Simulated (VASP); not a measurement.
# SnO in VASP: notebook

The runs below take SnO through electric field gradients, with PBE.

All numbers are computed with VASP 6.6.1; they aren't measurements. Logs are shortened: lines on timing, memory, paths and dates and some standing lists are left out, and cuts for length are marked.

## 1. The cell of the first run

The structure is monoclinic, space group C2/m (No. 12). The conventional cell has a = 5.431 Å, b = 5.323 Å, c = 4.836 Å, α = 90.00°, β = 91.61°, γ = 90.00°. Within 2.9 Å of Sn (site symmetry m) lie 4 O at 2.20 to 2.24 Å. Within 2.9 Å of O (site symmetry 2) lie 4 Sn at 2.20 to 2.24 Å and 4 O at 2.66 to 2.72 Å.

## 2. Electric field gradients, PBE (equal xy, yz and zx shear strains of +2 %)

INCAR reads:

```
PREC = Accurate ; ENCUT = 520
EDIFF = 1E-8 ; ISMEAR = -1
SIGMA = 0.01 ; LREAL = F
LASPH = T ; NELM = 80
ALGO = Normal ; ISIF = 2
LWAVE = F ; LCHARG = F
GGA = PE ; LEFG = T
NBANDS = 28
```

KPOINTS reads:

```
Automatic mesh
0
Gamma
  8 8 6
```

POSCAR reads:

```
SnO
1.0
    3.8020000000      0.0380200000      0.0380200000
    0.0380200000      3.8020000000      0.0380200000
    0.0483600000      0.0483600000      4.8360000000
Sn O
2 2
Direct
    0.0000000000      0.5000000000      0.2385000000
    0.5000000000      0.0000000000      0.7615000000
    0.0000000000      0.0000000000      0.0000000000
    0.5000000000      0.5000000000      0.0000000000
```

Potentials or basis: VASP PAW PBE potentials, release 64 (Sn_d, O).

Started as:

```sh
$ cat potpaw_PBE.64/Sn_d/POTCAR potpaw_PBE.64/O/POTCAR > POTCAR
$ mpirun -np 1 vasp_std > vasp.out
```

OUTCAR:

```text
PREC = Accurate
   ENCUT = 520
   EDIFF = 1E-8
   ISMEAR = -1
   LREAL = F
   LASPH = T
   NELM = 80
   ISIF = 2
   GGA = PE

 ion  position               nearest neighbor table
   1  0.000  0.500  0.239-   3 2.20   4 2.20   3 2.24   4 2.24   2 3.51   2 3.52   2 3.52   2 3.61
                             2 3.66   2 3.67   2 3.67
   2  0.500  0.000  0.761-   4 2.20   3 2.20   3 2.24   4 2.24   1 3.51   1 3.52   1 3.52   1 3.61
                             1 3.66   1 3.67   1 3.67
   3  0.000  0.000  0.000-   2 2.20   1 2.20   1 2.24   2 2.24
   4  0.500  0.500  0.000-   2 2.20   1 2.20   2 2.24   1 2.24

  LATTYP: Found a base centered monoclinic cell.
 ALAT       =     5.4311406981
 B/A-ratio  =     0.9801019455
 C/A-ratio  =     0.8905097188
 COS(beta)  =    -0.0281386778

  Lattice vectors:

 A1 = (  -3.8020000000,  -0.0380200000,  -0.0380200000)
 A2 = (  -0.0380200000,  -3.8020000000,  -0.0380200000)
 A3 = (   0.0483600000,   0.0483600000,   4.8360000000)

Analysis of symmetry for initial positions (statically):
=====================================================================
 Subroutine PRICEL returns:
 Original cell was already a primitive cell.

 Routine SETGRP: Setting up the symmetry group for a
 base centered monoclinic supercell.

 Subroutine GETGRP returns: Found  4 space group operations
 (whereof  2 operations were pure point group operations)
 out of a pool of  4 trial point group operations.

The static configuration has the point symmetry C_2 .
 The point group associated with its full space group is C_2h.

Analysis of symmetry for dynamics (positions and initial velocities):
=====================================================================
 Subroutine PRICEL returns:
 Original cell was already a primitive cell.

 Routine SETGRP: Setting up the symmetry group for a
 base centered monoclinic supercell.

 Subroutine GETGRP returns: Found  4 space group operations
 (whereof  2 operations were pure point group operations)
 out of a pool of  4 trial point group operations.

The dynamic configuration has the point symmetry C_2 .
 The point group associated with its full space group is C_2h.
[... 137 lines left out ...]
 maximum number of plane-waves:      1900
   NGX = 15   NGY = 15   NGZ = 17

 number of electron      39.9999997 magnetization

 Free energy of the ion-electron system (eV)
  ---------------------------------------------------
  ext. energy  EPLUGINS =         0.00000000
  ---------------------------------------------------
  free energy    TOTEN  =       -22.65212627 eV

  energy without entropy =      -22.65201833  energy(sigma->0) =      -22.65207230

 E-fermi :   7.2550     XC(G=0): -10.2693

 val. band max:        7.2435378849   @ k =   0.0000   0.0000   0.0000
 cond. band min:       7.2594288140   @ k =   0.5000   0.5000  -0.0000
 fundamental gap:      0.0158909291
 Fermi energy:         7.2550062662

 k-point     1 :       0.0000    0.0000    0.0000
  band No.  band energies     occupation
      1     -14.8253      2.00000
      2     -14.3919      2.00000
      3     -14.3789      2.00000
      4     -14.3788      2.00000
      5     -14.3381      2.00000
      6     -14.3299      2.00000
[... 733 lines left out ...]
     27      14.7745      0.00000
     28      17.4754      0.00000

 [... further k-points ...]
[... 5 lines left out ...]
  --------------------------------------------------------------------------------------
  -------------------------------------------------------------------------------------
  Total        2.1696368      2.1696368      1.6301352     -0.7129722     -0.4818454     -0.4818439
  in kB       49.7412335     49.7412335     37.3725850    -16.3456472    -11.0468197    -11.0467834
  external PRESSURE =      45.6183506 kB  Pullay stress =       0.0000000 kB

 VOLUME and BASIS-vectors are now :
 -----------------------------------------------------------------------------
  energy-cutoff  :      520.00
  volume of cell :       69.88
      direct lattice vectors                 reciprocal lattice vectors
     3.802000000  0.038020000  0.038020000     0.263071557 -0.002604669 -0.002604669
     0.038020000  3.802000000  0.038020000    -0.002604669  0.263071557 -0.002604669
     0.048360000  0.048360000  4.836000000    -0.002047757 -0.002047757  0.206823420

 POSITION                                       TOTAL-FORCE (eV/Angst)
 -----------------------------------------------------------------------------------
      0.03054      1.91253      1.17240        -0.125289     -0.125289      0.448204
      1.93783      0.05584      3.70162         0.125289      0.125289     -0.448204
      0.00000      0.00000      0.00000        -0.084846      0.084846      0.000000
      1.92001      1.92001      0.03802         0.084846     -0.084846     -0.000000
 -----------------------------------------------------------------------------------
    total drift:                                0.000000      0.000000      0.000000

  FREE ENERGIE OF THE ION-ELECTRON SYSTEM (eV)
  ---------------------------------------------------
  free  energy   TOTEN  =       -22.6521262664 eV

  energy  without entropy=      -22.6520183340  energy(sigma->0) =      -22.65207230

 Electric field gradients (V/A^2)
---------------------------------------------------------------------
 ion       V_xx      V_yy      V_zz      V_xy      V_xz      V_yz
---------------------------------------------------------------------
   1      82.857    82.857  -165.715    -2.347    18.712    18.712
   2      82.857    82.857  -165.715    -2.347    18.712    18.712
   3      -1.027    -1.027     2.055     6.367    -0.441    -0.441
   4      -1.027    -1.027     2.055     6.367    -0.441    -0.441
---------------------------------------------------------------------

 Electric field gradients after diagonalization (V/A^2)
 (convention: |V_zz| > |V_xx| > |V_yy|)
----------------------------------------------------------------------
 ion       V_xx      V_yy      V_zz     asymmetry (V_yy - V_xx)/ V_zz
----------------------------------------------------------------------
   1      85.205    83.322  -168.527       0.011
   2      85.205    83.322  -168.527       0.011
   3       5.454     1.940    -7.395       0.475
   4       5.454     1.940    -7.395       0.475
----------------------------------------------------------------------

           NMR quadrupolar parameters

 Cq : quadrupolar parameter    Cq=e*Q*V_zz/h
 eta: asymmetry parameters     (V_yy - V_xx)/ V_zz
 Q  : nuclear electric quadrupole moment in mb (millibarn)
----------------------------------------------------------------------
 ion       Cq(MHz)       eta       Q (mb)
----------------------------------------------------------------------
   1      -0.407       0.011       1.000
   2      -0.407       0.011       1.000
   3      -0.018       0.475       1.000
   4      -0.018       0.475       1.000
----------------------------------------------------------------------
```

It took 1.7 min on 1 thread of Intel Xeon 6975P-C (Granite Rapids), shared host; peak memory 0.3 GiB.

What came out:

- Free energy: -22.6521 eV
- Pressure: 4.6 GPa
- Largest force: 0.482 eV/Å
- Band gap on the k mesh: 0.02 eV, indirect (least direct gap 1.91 eV)

Forces on the atoms (eV/Å):
```
Sn  -0.125 -0.125  0.448
Sn   0.125  0.125 -0.448
O   -0.085  0.085  0.000
O    0.085 -0.085  0.000
```

Electric field gradients, principal values (V/Å²):
```tsv
atom	least	middle	greatest (by size)
1 Sn	83.322	85.205	-168.527
2 Sn	83.322	85.205	-168.527
3 O	1.940	5.454	-7.395
4 O	1.940	5.454	-7.395
```

Caveat: the cell differs from its parent crystal (equal xy, yz and zx shear strains of +2 %); without QUAD_EFG the Cq values of the log hold for a quadrupole moment of 1 mb, not for the nuclei; spin-orbit coupling is left out, which moves the levels of the heavy elements. A k mesh can miss the band edges.

## 3. Electric field gradients, PBE (equal xy, yz and zx shear strains of -1 %)

INCAR reads:

```
SYSTEM = SnO
ALGO = Normal
EDIFF = 1E-8
ENCUT = 520
GGA = PE
ISIF = 2
ISMEAR = -1
LASPH = .True.
LCHARG = .False.
LEFG = .True.
LREAL = .False.
LWAVE = .False.
NBANDS = 28
NELM = 80
PREC = Accurate
SIGMA = 0.01
```

KPOINTS reads:

```
k-points
0
Gamma
  8 8 6
  0 0 0
```

POSCAR reads:

```
SnO
1.0
    3.8020000000     -0.0190100000     -0.0190100000
   -0.0190100000      3.8020000000     -0.0190100000
   -0.0241800000     -0.0241800000      4.8360000000
Sn O
2 2
Direct
    0.0000000000      0.5000000000      0.2385000000
    0.5000000000      0.0000000000      0.7615000000
    0.0000000000      0.0000000000      0.0000000000
    0.5000000000      0.5000000000      0.0000000000
```

Potentials or basis: VASP PAW PBE potentials, release 64 (Sn_d, O).

Started as:

```sh
$ cat potpaw_PBE.64/Sn_d/POTCAR potpaw_PBE.64/O/POTCAR > POTCAR
$ mpirun -np 1 vasp_std > vasp.out
```

OUTCAR:

```text
SYSTEM = SnO
   EDIFF = 1E-8
   ENCUT = 520
   GGA = PE
   ISIF = 2
   ISMEAR = -1
   LASPH = .True.
   LREAL = .False.
   NELM = 80
   PREC = Accurate

 ion  position               nearest neighbor table
   1  0.000  0.500  0.239-   3 2.21   4 2.21   3 2.23   4 2.23   2 3.51   2 3.55   2 3.55   2 3.56
                             2 3.66   2 3.70   2 3.70   2 3.71
   2  0.500  0.000  0.761-   3 2.21   4 2.21   4 2.23   3 2.23   1 3.51   1 3.55   1 3.55   1 3.56
                             1 3.66   1 3.70   1 3.70   1 3.71
   3  0.000  0.000  0.000-   1 2.21   2 2.21   1 2.23   2 2.23
   4  0.500  0.500  0.000-   1 2.21   2 2.21   2 2.23   1 2.23

  LATTYP: Found a base centered monoclinic cell.
 ALAT       =     5.3500908591
[... 980 lines left out ...]
   1      83.082    83.082  -166.164     1.387    -9.177    -9.177
   2      83.082    83.082  -166.164     1.387    -9.177    -9.177
   3      -1.046    -1.046     2.091    -3.184     0.238     0.238
   4      -1.046    -1.046     2.091    -3.184     0.238     0.238
---------------------------------------------------------------------

 Electric field gradients after diagonalization (V/A^2)
 (convention: |V_zz| > |V_xx| > |V_yy|)
----------------------------------------------------------------------
 ion       V_xx      V_yy      V_zz     asymmetry (V_yy - V_xx)/ V_zz
----------------------------------------------------------------------
   1      85.139    81.695  -166.834       0.021
   2      85.139    81.695  -166.834       0.021
   3       2.138     2.109    -4.247       0.007
   4       2.138     2.109    -4.247       0.007
----------------------------------------------------------------------

           NMR quadrupolar parameters

 Cq : quadrupolar parameter    Cq=e*Q*V_zz/h
 eta: asymmetry parameters     (V_yy - V_xx)/ V_zz
 Q  : nuclear electric quadrupole moment in mb (millibarn)
----------------------------------------------------------------------
 ion       Cq(MHz)       eta       Q (mb)
----------------------------------------------------------------------
   1      -0.403       0.021       1.000
   2      -0.403       0.021       1.000
   3      -0.010       0.007       1.000
   4      -0.010       0.007       1.000
----------------------------------------------------------------------
```

OSZICAR:

```text
N       E                     dE             d eps       ncg     rms          rms(c)
DAV:   1     0.418758097467E+03    0.41876E+03   -0.19918E+04  6604   0.219E+03
DAV:   2     0.365002324551E+02   -0.38226E+03   -0.36688E+03  6668   0.542E+02
DAV:   3    -0.234654872724E+02   -0.59966E+02   -0.58797E+02  7328   0.180E+02
[... 10 lines left out ...]
DAV:  14    -0.226650782932E+02    0.38606E-06   -0.51406E-06  7632   0.132E-02    0.301E-03
DAV:  15    -0.226650783793E+02   -0.86121E-07   -0.41067E-07  9256   0.511E-03    0.199E-03
DAV:  16    -0.226650784852E+02   -0.10587E-06   -0.11644E-07  7324   0.285E-03    0.288E-04
DAV:  17    -0.226650785165E+02   -0.31274E-07   -0.87335E-09  3756   0.597E-04    0.147E-04
DAV:  18    -0.226650784990E+02    0.17493E-07   -0.15778E-09  3268   0.315E-04    0.771E-05
DAV:  19    -0.226650785078E+02   -0.87803E-08   -0.29537E-10  3228   0.162E-04
   1 F= -.22665079E+02 E0= -.22665023E+02  d E =-.111007E-03
```

Wall time 1.8 min (1 thread of Intel Xeon 6975P-C (Granite Rapids), shared host); peak memory 0.3 GiB.

Results:

| Quantity | Value |
| --- | --- |
| Free energy | -22.6651 eV |
| Pressure | 4.5 GPa |
| Largest force | 0.447 eV/Å |
| Band gap on the k mesh | 0.02 eV, indirect (least direct gap 1.91 eV) |

Forces on the atoms (eV/Å):
```
Sn   0.064  0.064  0.438
Sn  -0.064 -0.064 -0.438
O    0.043 -0.043  0.000
O   -0.043  0.043  0.000
```

Stress tensor (GPa, compression positive):
```
4.88 0.84 0.57
0.84 4.88 0.57
0.57 0.57 3.66
```

Electric field gradients, principal values (V/Å²):
```
atom   least  middle  greatest (by size)
1 Sn  81.695  85.139            -166.834
2 Sn  81.695  85.139            -166.834
 3 O   2.109   2.138              -4.247
 4 O   2.109   2.138              -4.247
```

Caveat: the cell differs from its parent crystal (equal xy, yz and zx shear strains of -1 %); without QUAD_EFG the Cq values of the log hold for a quadrupole moment of 1 mb, not for the nuclei; spin-orbit coupling is left out, which moves the levels of the heavy elements.

(Part 1 of 2 ends here.)
